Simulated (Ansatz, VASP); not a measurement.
**AgI: VASP beside Ansatz**

POSCAR

```
AgI
1.0
    4.6508717568      0.0000000000      0.0000000000
   -2.3254358784      4.0277730911      0.0000000000
    0.0000000000      0.0000000000      7.5992967090
Ag I
2 2
Direct
    0.3333333333      0.6666666667      0.0000048562
    0.6666666667      0.3333333333      0.5000048562
    0.3333333333      0.6666666667      0.3749951438
    0.6666666667      0.3333333333      0.8749951438
```

INCAR.step1

```
PREC = Accurate
ENCUT = 550
ISMEAR = 0
SIGMA = 0.01
LREAL = F
LASPH = T
NELM = 120
NBANDS = 26
GGA = PE
ALGO = Normal
EDIFF = 1E-5
LWAVE = T
LCHARG = F
GGA_COMPAT = F
```

Contents of INCAR.step2:

```
PREC = Accurate
ENCUT = 550
EDIFF = 1E-6
ISMEAR = 0
SIGMA = 0.01
LREAL = F
LASPH = T
NELM = 120
ALGO = Normal
ISIF = 2
LWAVE = F
LCHARG = F
METAGGA = R2SCAN
LMIXTAU = T
NBANDS = 26
ISTART = 1
GGA_COMPAT = F
```

The input KPOINTS:

```
regular mesh
0
Gamma
  6 6 4
```

Input for Ansatz:

```yaml
crystal:
  lattice:
    - [4.6508717568, 0.0, 0.0]
    - [-2.3254358784, 4.0277730911, 0.0]
    - [0.0, 0.0, 7.599296709]
  atoms:
    - { symbol: Ag, position: [0.3333333333, 0.6666666667, 4.8562e-06] }
    - { symbol: Ag, position: [0.6666666667, 0.3333333333, 0.5000048562] }
    - { symbol: I, position: [0.3333333333, 0.6666666667, 0.3749951438] }
    - { symbol: I, position: [0.6666666667, 0.3333333333, 0.8749951438] }
kpoints:
  mp_grid: { grid: [6, 6, 4] }
  band_path:
    path:
      - [0.0, 0.0, 0.0]
      - [0.5, 0.0, 0.0]
      - [0.3333333333, 0.3333333333, 0.0]
      - [0.0, 0.0, 0.5]
      - [0.5, 0.0, 0.5]
      - [0.3333333333, 0.3333333333, 0.5]
    npoints: 1
hamiltonian:
  xc: r2scan
scf:
  occupations: { method: fixed }
  n_extra_bands: 5
output:
  forces: true
  stress: true
  eigenvalues: true
```

Alike in both runs: task single point; functional r2SCAN; k mesh 6 × 6 × 4; no spin polarisation.

|  | VASP | Ansatz |
| --- | --- | --- |
| version | VASP 6.6.1 | Ansatz 0.2.0 |
| potentials or method | VASP PAW PBE potentials, release 64 (Ag, I) | plane waves, PAW |
| plane-wave cutoff (eV) | 550 | 500 |
| occupations | gaussian, width 0.01 eV | fixed |
| valence electrons in the cell | 36 | 72 |

VASP gave:

| Property | Result |
| --- | --- |
| gap on the k mesh at the Fermi level (eV) | 1.83 |
| pressure (GPa) | -0.1 |

Problem. Estimate Ansatz's values.

Solution. gap on the k mesh at the Fermi level (eV): 1.86; pressure (GPa): 0.0.

VASP's potentials were made for PBE, not for r2SCAN. VASP's potentials hold 36 valence electrons a cell and Ansatz's 72, so a difference there can come from the potentials and not from the codes.

Neither program's run includes spin-orbit coupling.
